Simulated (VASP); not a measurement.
# In (I4/mmm) in VASP: relaxation of cell and atoms with LDA

Aim: the relaxation of cell and atoms of In with LDA.

Program: VASP 6.6.1. These are calculated values, not measurements. Logs are shortened: lines on timing, memory, paths and dates and some standing lists are left out, and cuts for length are marked.

## Step 1: The cell of the first run

It takes space group I4/mmm (No. 139, tetragonal). The conventional cell has a = 3.389 Å, b = 3.389 Å, c = 4.595 Å, α = 90.00°, β = 90.00°, γ = 90.00°. In (site symmetry 4/mmm) has 12 In at 3.32 to 3.39 Å within 4.4 Å.

## Step 2: Relaxation of cell and atoms, LDA

INCAR

```
PREC = Accurate
ENCUT = 600
EDIFF = 1E-7
ISMEAR = 0
SIGMA = 0.1
LREAL = False
LASPH = True
NELM = 80
ALGO = Fast
ISIF = 3
LWAVE = False
LCHARG = False
GGA = CA
IBRION = 2
NSW = 100
EDIFFG = -0.005
```

KPOINTS

```
regular mesh
0
Gamma
  18 18 18
```

POSCAR

```
In
1.0
   -1.6947072700      1.6947072700      2.2973723900
    1.6947072700     -1.6947072700      2.2973723900
    1.6947072700      1.6947072700     -2.2973723900
In
1
Direct
    0.0000000000      0.0000000000      0.0000000000
```

Potentials or basis: VASP PAW LDA potentials, release 64 (In_d).

Launch:

```console
> cat potpaw_LDA.64/In_d/POTCAR > POTCAR
> mpirun -np 1 vasp_std > vasp.out
```

OUTCAR:

```text
PREC = Accurate
   ENCUT = 600
   EDIFF = 1E-7
   ISMEAR = 0
   LREAL = False
   LASPH = True
   NELM = 80
   ISIF = 3
   GGA = CA
   IBRION = 2
   NSW = 100
   EDIFFG = -0.005

 ion  position               nearest neighbor table
   1  0.000  0.000  0.000-

  LATTYP: Found a body centered tetragonal cell.
 ALAT       =     3.3894145400
 C/A-ratio  =     1.3556160587

  Lattice vectors:

 A1 = (  -1.6947072700,   1.6947072700,   2.2973723900)
 A2 = (   1.6947072700,  -1.6947072700,   2.2973723900)
 A3 = (   1.6947072700,   1.6947072700,  -2.2973723900)

Analysis of symmetry for initial positions (statically):
=====================================================================
 Subroutine PRICEL returns:
 Original cell was already a primitive cell.

 Routine SETGRP: Setting up the symmetry group for a
 body centered tetragonal supercell.

 Subroutine GETGRP returns: Found 16 space group operations
 (whereof 16 operations were pure point group operations)
 out of a pool of 16 trial point group operations.

The static configuration has the point symmetry D_4h.

Analysis of symmetry for dynamics (positions and initial velocities):
=====================================================================
 Subroutine PRICEL returns:
 Original cell was already a primitive cell.

 Routine SETGRP: Setting up the symmetry group for a
 body centered tetragonal supercell.

 Subroutine GETGRP returns: Found 16 space group operations
 (whereof 16 operations were pure point group operations)
 out of a pool of 16 trial point group operations.

The dynamic configuration has the point symmetry D_4h.

 Subroutine INISYM returns: Found 16 space group operations
 (whereof 16 operations are pure point group operations),
 and found     1 'primitive' translations

----------------------------------------------------------------------------------------

                                     Primitive cell

  volume of cell :      26.3925

  direct lattice vectors                    reciprocal lattice vectors
    -1.694707270  1.694707270  2.297372390     0.000000000  0.295036204  0.217639945
     1.694707270 -1.694707270  2.297372390     0.295036204  0.000000000  0.217639945
     1.694707270  1.694707270 -2.297372390     0.295036204  0.295036204  0.000000000

  length of vectors
     3.319937554  3.319937554  3.319937554     0.366624477  0.366624477  0.417244201

  position of ions in fractional coordinates (direct lattice)
     0.000000000  0.000000000  0.000000000

  ion indices of the primitive-cell ions
   primitive index   ion index
                 1           1

----------------------------------------------------------------------------------------

 KPOINTS: regular mesh

Automatic generation of k-mesh.
 Grid dimensions read from file:
 generate k-points for:   18   18   18

 Generating k-lattice:

  Cartesian coordinates                     Fractional coordinates (reciprocal lattice)
     0.000000000  0.016390900  0.012091108     0.055555556 -0.000000000  0.000000000
     0.016390900  0.000000000  0.012091108    -0.000000000  0.055555556  0.000000000
     0.016390900  0.016390900  0.000000000     0.000000000  0.000000000  0.055555556

  Length of vectors
     0.020368027  0.020368027  0.023180233

  Shift w.r.t. Gamma in fractional coordinates (k-lattice)
     0.000000000  0.000000000  0.000000000

 Subroutine IBZKPT returns following result:
 ===========================================

 Found    480 irreducible k-points:

 Following reciprocal coordinates:
            Coordinates               Weight
  0.000000  0.000000  0.000000      1.000000
  0.055556  0.000000  0.000000      8.000000
  0.111111  0.000000  0.000000      8.000000
  0.166667  0.000000  0.000000      8.000000
  0.222222  0.000000 -0.000000      8.000000
  0.277778  0.000000  0.000000      8.000000
[... 16 lines left out ...]
 -0.277778  0.055556  0.000000     16.000000
 -0.222222  0.055556  0.000000     16.000000
 [... further k-points ...]
   k-points           NKPTS =    480   k-points in BZ     NKDIM =    480   number of bands    NBANDS=     10
   number of dos      NEDOS =    301   number of ions     NIONS =      1
   total plane-waves  NPLWV =  21952
   dimension x,y,z NGX =    28 NGY =   28 NGZ =   28
   dimension x,y,z NGXF=    56 NGYF=   56 NGZF=   56
   ions per type =               1
   NGX,Y,Z   is equivalent  to a cutoff of  14.02, 14.02, 14.02 a.u.
   NGXF,Y,Z  is equivalent  to a cutoff of  28.04, 28.04, 28.04 a.u.
 SYSTEM =  unknown system
   PREC   = accura    normal or accurate (medium, high low for compatibility)
   ISTART =      0    job   : 0-new  1-cont  2-samecut
   ICHARG =      2    charge: 1-file 2-atom 10-const
   ISPIN  =      1    spin polarized calculation?
   LNONCOLLINEAR =      F non collinear calculations
   LSORBIT =      F    spin-orbit coupling
   LASPH  =      T    aspherical Exc in radial PAW
   ENCUT  =  600.0 eV  44.10 Ry    6.64 a.u.   6.63  6.63  6.63*2*pi/ulx,y,z
   NELM   =     80;   NELMIN=  2; NELMDL= -5     # of ELM steps
   EDIFF  = 0.1E-06   stopping-criterion for ELM
   LREAL  =      F    real-space projection
   EDIFFG = -.5E-02   stopping-criterion for IOM
   NSW    =    100    number of steps for IOM
   IBRION =      2    ionic relax: 0-MD 1-quasi-New 2-CG
   NFREE  =      1    steps in history (QN), initial steepest desc. (CG)
   ISIF   =      3    stress and relaxation
   ISYM   =      2    0-nonsym 1-usesym 2-fastsym
   POTIM  = 0.5000    time-step for ionic-motion
   TEBEG  =    0.0;   TEEND  =   0.0 temperature during run
   PSTRESS=    0.0 pullay stress
   NELECT =      13.0000    total number of electrons
   NUPDOWN=      -1.0000    fix difference up-down
   EMIN   =  10.00;   EMAX   =-10.00  energy-range for DOS
   EFERMI =   0.00;   METHOD = LEGACY
   ISMEAR =     0;   SIGMA  =   0.10  broadening in eV -4-tet -1-fermi 0-gaus
   EFERMI_NEDOS =   21; number of points for ismear=-14 and -15
   IALGO  =     68    algorithm
   IMIX   =      4    mixing-type and parameters
     AMIX     =   0.40;   BMIX     =  1.00
     AMIX_MAG =   1.60;   BMIX_MAG =  1.00
  volume/ion in A,a.u.               =      26.39       178.11
  Fermi-wavevector in a.u.,A,eV,Ry     =   1.292892  2.443212 22.743098  1.671571
  Thomas-Fermi vector in A             =   2.424572
   LORBIT       =      0    0 simple, 1 ext, 2 COOP (PROOUT), +10 PAW based schemes
   GGA     = CA    functional components
   LHFCALC =     F    Hartree Fock is set to
   AEXX    =    0.0000 exact exchange contribution
   IVDW    =     0    specifies the selected vdW correction
   LEPSILON=     F    determine dielectric tensor
   LRPA    =     F    only Hartree local field effects (RPA)
 conjugate gradient relaxation of ions
 non-spin polarized calculation
 RMM-DIIS sequential band-by-band and
 Gauss-broadening in eV      SIGMA  =   0.10
  energy-cutoff  :      600.00
  volume of cell :       26.39
 maximum number of plane-waves:       909
   NGX = 13   NGY = 13   NGZ = 13

--------------------------------------- Ionic step        1  -------------------------------------------

 number of electron      13.0000005 magnetization

 Free energy of the ion-electron system (eV)
  ---------------------------------------------------
  ext. energy  EPLUGINS =         0.00000000
  ---------------------------------------------------
  free energy    TOTEN  =        -3.20139865 eV

  energy without entropy =       -3.19936702  energy(sigma->0) =       -3.20038284

------------------------ aborting loop because EDIFF is reached ----------------------------------------

  FORCE on cell =-STRESS in cart. coord.  units (eV):
  Direction    XX          YY          ZZ          XY          YZ          ZX
  --------------------------------------------------------------------------------------
  -------------------------------------------------------------------------------------
  Total       -0.5073597     -0.5073597     -0.4182447      0.0000000      0.0000000      0.0000000
  in kB      -30.7996468    -30.7996468    -25.3898553      0.0000000      0.0000000      0.0000000
  external PRESSURE =     -28.9963830 kB  Pullay stress =       0.0000000 kB
[... 265 lines left out ...]
  energy  without entropy=       -3.2165265490  energy(sigma->0) =       -3.21763711

--------------------------------------- Ionic step        9  -------------------------------------------

 number of electron      12.9999999 magnetization

 Free energy of the ion-electron system (eV)
  ---------------------------------------------------
  ext. energy  EPLUGINS =         0.00000000
  ---------------------------------------------------
  free energy    TOTEN  =        -3.21889923 eV

  energy without entropy =       -3.21669001  energy(sigma->0) =       -3.21779462

 E-fermi :   7.9127     XC(G=0): -10.8059

 val. band max:        7.9125519172   @ k =  -0.3889  -0.3889   0.1111
 cond. band min:       7.9147922653   @ k =   0.2778   0.2778   0.1111
 fundamental gap:      0.0022403481
 Fermi energy:         7.9127480233

 k-point     1 :       0.0000    0.0000    0.0000
  band No.  band energies     occupation
      1      -6.7207      2.00000
      2      -6.7207      2.00000
      3      -6.7163      2.00000
      4      -6.5169      2.00000
      5      -6.5119      2.00000
      6      -2.0781      2.00000
      7      18.8780      0.00000
      8      18.8859      0.00000
      9      18.8859      0.00000
     10      19.6382      0.00000
[... 287 lines left out ...]
 k-point    24 :      -0.2222    0.0556    0.0000
  band No.  band energies     occupation
      1      -6.7480      2.00000
      2      -6.6658      2.00000
      3      -6.6567      2.00000
      4      -6.5257      2.00000
      5      -6.4728      2.00000
      6      -1.0514      2.00000
      7      12.8050      0.00000
      8      16.8665      0.00000
      9      17.8495      0.00000
     10      19.7890      0.00000

 [... further k-points ...]

------------------------ aborting loop because EDIFF is reached ----------------------------------------

  FORCE on cell =-STRESS in cart. coord.  units (eV):
  Direction    XX          YY          ZZ          XY          YZ          ZX
  --------------------------------------------------------------------------------------
  -------------------------------------------------------------------------------------
  Total        0.0033647      0.0033647      0.0047027      0.0000000     -0.0000000      0.0000000
  in kB        0.2183604      0.2183604      0.3051943      0.0000000     -0.0000000      0.0000000
  external PRESSURE =       0.2473050 kB  Pullay stress =       0.0000000 kB
[... 16 lines left out ...]
  FREE ENERGIE OF THE ION-ELECTRON SYSTEM (eV)
  ---------------------------------------------------
  free  energy   TOTEN  =        -3.2188992301 eV

  energy  without entropy=       -3.2166900081  energy(sigma->0) =       -3.21779462

 reached required accuracy - stopping structural energy minimisation
```

Run time: 11 min. Hardware: 1 thread of Intel Xeon Platinum 8488C (Sapphire Rapids), shared host; peak memory 0.3 GiB.

Results:

| Item | Value |
| --- | --- |
| Free energy | -3.2189 eV |
| Relaxed volume | 24.69 Å³/atom |
| Relaxed cell | a = 3.267 Å, b = 3.267 Å, c = 3.267 Å, α = 119.90°, β = 119.90°, γ = 90.17° |
| Space group after relaxing (to 0.1 Å) | Fm-3m (No. 225) |
| Energy gained by relaxing | 17.5 meV/atom |
| Ionic steps | 9 |
| Pressure after relaxing | 0.0 GPa |
| Band gap on the k mesh | zero (an odd number of electrons rules out a gap without spin polarisation) |

Step by step:
```csv
step,energy change (eV),largest force (eV/Å),pressure (GPa),volume (Å³)
1,0.0000,0.0000,-2.90,26.39
2,-0.0168,0.0000,0.13,24.61
3,-0.0169,0.0000,-0.03,24.67
4,-0.0169,0.0000,-0.01,24.67
5,-0.0170,0.0000,-0.02,24.68
6,-0.0173,0.0000,-0.02,24.69
7,-0.0175,0.0000,-0.06,24.72
8,-0.0173,0.0000,0.33,24.54
9,-0.0175,0.0000,0.02,24.69
```

Final structure:
```
In
1.0
    -1.63581    1.63581    2.30651
     1.63581   -1.63581    2.30651
     1.63581    1.63581   -2.30651
In
1
Cartesian
  0.0000 0.0000 0.0000
```

Levels at points of the mesh, in eV from the Fermi level:
| k point | band 2 | band 3 | band 4 | band 5 | band 6 | band 7 | band 8 | band 9 | band 10 |
| --- | --- | --- | --- | --- | --- | --- | --- | --- | --- |
| (0.00, 0.00, 0.00) | -14.63 | -14.63 | -14.43 | -14.42 | -9.99 | 10.97 | 10.97 | 10.97 | 11.73 |
| (0.50, 0.00, 0.00) | -14.62 | -14.62 | -14.24 | -14.24 | -4.42 | -3.63 | 8.67 | 8.73 | 11.04 |
| (0.50, 0.50, 0.00) | -14.79 | -14.26 | -14.20 | -14.20 | -2.42 | -2.08 | 4.10 | 4.12 | 7.78 |
| (0.50, 0.50, 0.50) | -14.79 | -14.26 | -14.20 | -14.20 | -2.39 | -2.02 | 4.07 | 4.07 | 7.73 |

Caveat: spin-orbit coupling is left out, which moves the levels of the heavy elements.
